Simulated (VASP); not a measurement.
Write the native input for VASP 6.6.1 that does the following.

| Property | Result |
| --- | --- |
| Task | relaxation of volume and atoms at fixed shape |
| Functional | PBE |
| Potentials or basis | VASP PAW PBE potentials, release 64 (Zr_sv) |
| Cutoff | 600 eV |
| k mesh | 3 × 3 × 1 |
| Occupations | gaussian, width 0.1 eV |
| Spin | no spin polarisation |
| Dipole correction | no |
| Further INCAR settings | ALGO = Normal; EDIFF = 1e-06; IBRION = 2; EDIFFG = -0.03; NSW = 30; ISIF = 8 |

The structure of Zr lies in POSCAR:

```
Zr
1.0
    3.2392314131      0.0000000000      0.0000000000
   -1.6196157065      2.8052566925      0.0000000000
    0.0000000000      0.0000000000      5.1722200000
Zr
2
Direct
    0.3333333333      0.6666666667      0.2500000000
    0.6666666667      0.3333333333      0.7500000000
```

These files were run (other wordings do the same):

INCAR

```
SYSTEM = Zr
PREC     = Accurate       ! precision mode
ENCUT    = 600            ! plane-wave cutoff, eV
EDIFF    = 1E-6           ! SCF threshold, eV
ISMEAR   = 0              ! smearing method
SIGMA    = 0.1            ! smearing width, eV
LREAL    = .FALSE.        ! projectors in reciprocal space
LASPH    = .TRUE.         ! aspherical terms in the spheres
NELM     = 100            ! most SCF steps
ALGO     = Normal         ! electronic algorithm
ISIF     = 8              ! what is computed and relaxed
LWAVE    = .FALSE.        ! write WAVECAR
LCHARG   = .FALSE.        ! write CHGCAR
GGA      = PE             ! functional
IBRION   = 2              ! ionic algorithm
NSW      = 30             ! ionic steps
EDIFFG   = -0.03          ! ionic threshold
```

KPOINTS

```
Automatic mesh
0
G
  3 3 1
  0 0 0
```

Potentials or basis: VASP PAW PBE potentials, release 64 (Zr_sv).

Launch:

```bash
$ cat potpaw_PBE.64/Zr_sv/POTCAR > POTCAR
$ mpirun -np 1 vasp_std > vasp.out
```

It gave:

```json
{"Pressure after relaxing": "-0.1 GPa", "Band gap on the k mesh": "zero (band 12 reaches 9.74 eV, above the bottom of band 13 at 9.14 eV)"}
```

Caveat: the k points lie up to 1.21 Å⁻¹ apart in the final cell; the relaxation stopped at its first step, so nothing moved.

Wall time 3.7 s on 1 thread of Intel(R) Xeon(R) 6975P-C (Granite Rapids) (shared host), peak memory 0.16 GiB.
